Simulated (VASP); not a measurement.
# TiN (Fm-3m) in VASP: density of states with PBEsol

Aim: the density of states of TiN with PBEsol.

Everything below comes from runs of VASP 6.6.1. Logs are shortened: lines on timing, memory, paths and dates and some standing lists are left out, and cuts for length are marked.

### 1 The cell of the first run

Symmetry: Fm-3m, No. 225, cubic system. Conventional cell: a = 4.204 Å, b = 4.204 Å, c = 4.204 Å, α = 90.00°, β = 90.00°, γ = 90.00°. Within 2.8 Å of Ti (site symmetry m-3m) lie 6 N at 2.10 Å. Within 2.8 Å of N (site symmetry m-3m) lie 6 Ti at 2.10 Å.

### 2 Density of states, PBEsol

POSCAR

```
TiN
1.0
    0.0000000000      2.1019663673      2.1019663673
    2.1019663673      0.0000000000      2.1019663673
    2.1019663673      2.1019663673      0.0000000000
Ti N
1 1
Direct
    0.0000000000      0.0000000000      0.0000000000
    0.5000000000      0.5000000000      0.5000000000
```

INCAR.step1

```
  ALGO = Normal
  EDIFF = 1E-6
  ENCUT = 520
  GGA = PS
  ISIF = 2
  ISMEAR = 0
  LASPH = T
  LCHARG = T
  LMAXMIX = 4
  LREAL = F
  LWAVE = F
  NBANDS = 16
  NELM = 60
  PREC = Accurate
  SIGMA = 0.1
```

KPOINTS.step1

```
k-points
0
Gamma
  18 18 18
```

INCAR.step2

```
  ALGO = Normal
  EDIFF = 1E-6
  ENCUT = 520
  GGA = PS
  ICHARG = 11
  ISIF = 2
  ISMEAR = -5
  LASPH = T
  LCHARG = F
  LMAXMIX = 4
  LORBIT = 11
  LREAL = F
  LWAVE = F
  NEDOS = 2001
  NELM = 60
  PREC = Accurate
  SIGMA = 0.1
```

KPOINTS.step2

```
k-points
0
Gamma
  27 27 27
```

Potentials or basis: VASP PAW PBE potentials, release 64 (Ti_sv, N).

Started as:

```sh
> cat potpaw_PBE.64/Ti_sv/POTCAR potpaw_PBE.64/N/POTCAR > POTCAR
> cp INCAR.step1 INCAR
> cp KPOINTS.step1 KPOINTS
> mpirun -np 1 vasp_std > vasp.out
> cp INCAR.step2 INCAR
> cp KPOINTS.step2 KPOINTS
> mpirun -np 1 vasp_std > vasp.out
```

OUTCAR:

```text
EDIFF = 1E-6
   ENCUT = 520
   GGA = PS
   ICHARG = 11
   ISIF = 2
   ISMEAR = -5
   LASPH = T
   LORBIT = 11
   LREAL = F
   NELM = 60
   PREC = Accurate

 ion  position               nearest neighbor table
   1  0.000  0.000  0.000-   2 2.10   2 2.10   2 2.10   2 2.10   2 2.10   2 2.10
   2  0.500  0.500  0.500-   1 2.10   1 2.10   1 2.10   1 2.10   1 2.10   1 2.10

  LATTYP: Found a face centered cubic cell.
 ALAT       =     4.2039327346

  Lattice vectors:

 A1 = (   0.0000000000,   2.1019663673,   2.1019663673)
 A2 = (   2.1019663673,   0.0000000000,   2.1019663673)
 A3 = (   2.1019663673,   2.1019663673,   0.0000000000)

Analysis of symmetry for initial positions (statically):
=====================================================================
 Subroutine PRICEL returns:
 Original cell was already a primitive cell.

 Routine SETGRP: Setting up the symmetry group for a
 face centered cubic supercell.

 Subroutine GETGRP returns: Found 48 space group operations
 (whereof 48 operations were pure point group operations)
 out of a pool of 48 trial point group operations.

The static configuration has the point symmetry O_h .

Analysis of symmetry for dynamics (positions and initial velocities):
=====================================================================
 Subroutine PRICEL returns:
 Original cell was already a primitive cell.

 Routine SETGRP: Setting up the symmetry group for a
 face centered cubic supercell.

 Subroutine GETGRP returns: Found 48 space group operations
 (whereof 48 operations were pure point group operations)
 out of a pool of 48 trial point group operations.

The dynamic configuration has the point symmetry O_h .

 Subroutine INISYM returns: Found 48 space group operations
 (whereof 48 operations are pure point group operations),
 and found     1 'primitive' translations

----------------------------------------------------------------------------------------

                                     Primitive cell

  volume of cell :      18.5741

  direct lattice vectors                    reciprocal lattice vectors
     0.000000000  2.101966367  2.101966367    -0.237872503  0.237872503  0.237872503
     2.101966367  0.000000000  2.101966367     0.237872503 -0.237872503  0.237872503
     2.101966367  2.101966367  0.000000000     0.237872503  0.237872503 -0.237872503

  length of vectors
     2.972629344  2.972629344  2.972629344     0.412007260  0.412007260  0.412007260

  position of ions in fractional coordinates (direct lattice)
     0.000000000  0.000000000  0.000000000
     0.500000000  0.500000000  0.500000000
[... 98 lines left out ...]
     AMIX     =   0.40;   BMIX     =  1.00
     AMIX_MAG =   1.60;   BMIX_MAG =  1.00
  volume/ion in A,a.u.               =       9.29        62.67
  Fermi-wavevector in a.u.,A,eV,Ry     =   1.589481  3.003684 34.374443  2.526450
  Thomas-Fermi vector in A             =   2.688324
   LORBIT       =     11    0 simple, 1 ext, 2 COOP (PROOUT), +10 PAW based schemes
   GGA     = PS    functional components
   LHFCALC =     F    Hartree Fock is set to
   AEXX    =    0.0000 exact exchange contribution
   IVDW    =     0    specifies the selected vdW correction
   LEPSILON=     F    determine dielectric tensor
   LRPA    =     F    only Hartree local field effects (RPA)
 non-spin polarized calculation
 Fermi weights with tetrahedron method with Bloechl corrections
  energy-cutoff  :      520.00
  volume of cell :       18.57
 maximum number of plane-waves:       531
 NGX is ok and might be reduce to    24

 number of electron      16.9999998 magnetization

 Free energy of the ion-electron system (eV)
  ---------------------------------------------------
  ext. energy  EPLUGINS =         0.00000000
  ---------------------------------------------------
  free energy    TOTEN  =       -20.78073002 eV

  energy without entropy =      -20.78073002  energy(sigma->0) =      -20.78073002

 E-fermi :  11.6788     XC(G=0): -13.3717

 val. band max:       11.7338407910   @ k =   0.1852   0.0000   0.0000
 cond. band min:      11.6690741634   @ k =   0.4074   0.1481   0.0000
 fundamental gap:     -0.0647666276
 Fermi energy:        11.6788146104

 k-point     1 :       0.0000    0.0000    0.0000
  band No.  band energies     occupation
      1     -45.8922      2.00000
      2     -21.9512      2.00000
      3     -21.9512      2.00000
      4     -21.9512      2.00000
      5      -5.5289      2.00000
      6       9.6234      2.00000
      7       9.6234      2.00000
      8       9.6234      2.00000
      9      11.0226      2.00000
     10      11.0226      2.00000
     11      11.0226      2.00000
     12      12.2739      0.00000
[... 331 lines left out ...]
 k-point    24 :       0.3704    0.0370    0.0000
  band No.  band energies     occupation
      1     -45.8001      2.00000
      2     -22.5463      2.00000
      3     -22.0098      2.00000
      4     -22.0010      2.00000
      5      -3.5267      2.00000
      6       4.3888      2.00000
      7       6.3821      2.00000
      8       6.5207      2.00000
      9      12.7048      0.00000
     10      13.0714      0.00000
     11      13.3723      0.00000
     12      16.5850      0.00000

 [... further k-points ...]

------------------------ aborting loop because EDIFF is reached ----------------------------------------

  FORCE on cell =-STRESS in cart. coord.  units (eV):
  Direction    XX          YY          ZZ          XY          YZ          ZX
  --------------------------------------------------------------------------------------
  -------------------------------------------------------------------------------------
  Total        0.0431374      0.0431374      0.0431374      0.0000000      0.0000000      0.0000000
  in kB        3.7209810      3.7209810      3.7209810      0.0000000      0.0000000      0.0000000
  external PRESSURE =       3.7209810 kB  Pullay stress =       0.0000000 kB

 VOLUME and BASIS-vectors are now :
 -----------------------------------------------------------------------------
  energy-cutoff  :      520.00
  volume of cell :       18.57
      direct lattice vectors                 reciprocal lattice vectors
     0.000000000  2.101966367  2.101966367    -0.237872503  0.237872503  0.237872503
     2.101966367  0.000000000  2.101966367     0.237872503 -0.237872503  0.237872503
     2.101966367  2.101966367  0.000000000     0.237872503  0.237872503 -0.237872503

 POSITION                                       TOTAL-FORCE (eV/Angst)
 -----------------------------------------------------------------------------------
      0.00000      0.00000      0.00000         0.000000     -0.000000      0.000000
      2.10197      2.10197      2.10197        -0.000000      0.000000      0.000000
 -----------------------------------------------------------------------------------
    total drift:                                0.000000     -0.000000      0.000000

  FREE ENERGIE OF THE ION-ELECTRON SYSTEM (eV)
  ---------------------------------------------------
  free  energy   TOTEN  =       -20.7807300234 eV

  energy  without entropy=      -20.7807300234  energy(sigma->0) =      -20.78073002

 total charge

# of ion       s       p       d       tot
------------------------------------------
    1        2.191   6.247   2.010  10.448
    2        1.241   2.510   0.000   3.751
--------------------------------------------------
tot          3.432   8.757   2.010  14.199
```

OSZICAR.step1:

```text
N       E                     dE             d eps       ncg     rms          rms(c)
DAV:   1     0.131903443246E+03    0.13190E+03   -0.82214E+03  6272   0.127E+03
DAV:   2    -0.180019220152E+02   -0.14991E+03   -0.14081E+03  6792   0.349E+02
DAV:   3    -0.255474746468E+02   -0.75456E+01   -0.74816E+01  8056   0.808E+01
DAV:   4    -0.257213056509E+02   -0.17383E+00   -0.17368E+00  7432   0.116E+01
DAV:   5    -0.257251131772E+02   -0.38075E-02   -0.38075E-02  7464   0.153E+00    0.193E+01
DAV:   6    -0.211353188735E+02    0.45898E+01   -0.12154E+01  8208   0.537E+01    0.697E+00
DAV:   7    -0.208236945168E+02    0.31162E+00   -0.14308E+00  7384   0.150E+01    0.541E+00
DAV:   8    -0.209949342821E+02   -0.17124E+00   -0.96946E-01  8608   0.143E+01    0.620E+00
DAV:   9    -0.207874460808E+02    0.20749E+00   -0.31017E-01  7272   0.876E+00    0.125E+00
DAV:  10    -0.207844682900E+02    0.29778E-02   -0.32538E-02  7552   0.199E+00    0.353E-01
DAV:  11    -0.207821183039E+02    0.23500E-02   -0.42394E-03  7952   0.641E-01    0.111E-01
DAV:  12    -0.207821718358E+02   -0.53532E-04   -0.39509E-04  7432   0.221E-01    0.817E-02
DAV:  13    -0.207821274092E+02    0.44427E-04   -0.16469E-04  7520   0.203E-01    0.178E-02
DAV:  14    -0.207821230463E+02    0.43629E-05   -0.96180E-06  7048   0.369E-02    0.679E-03
DAV:  15    -0.207821227404E+02    0.30593E-06   -0.20021E-06  7440   0.131E-02
   1 F= -.20782123E+02 E0= -.20780115E+02  d E =-.401573E-02
```

Wall time 45 s (1 thread of Intel Xeon 6975P-C (Granite Rapids), shared host); peak memory 0.26 GiB.

Results:

```yaml
Valence_electrons_inside_the_program's_atomic_spheres: Ti 10.45; N 3.75
```

Levels at points of the mesh, in eV from the Fermi level:
```
           k point  band 6  band 7  band 8  band 9  band 10  band 11  band 12
(0.00, 0.00, 0.00)   -2.06   -2.06   -2.06   -0.66    -0.66    -0.66     0.60
```

Caveat: the PAW data sets were made with another functional, which shifts forces and pressure a little; tetrahedron occupations give inexact forces and stress in metals.
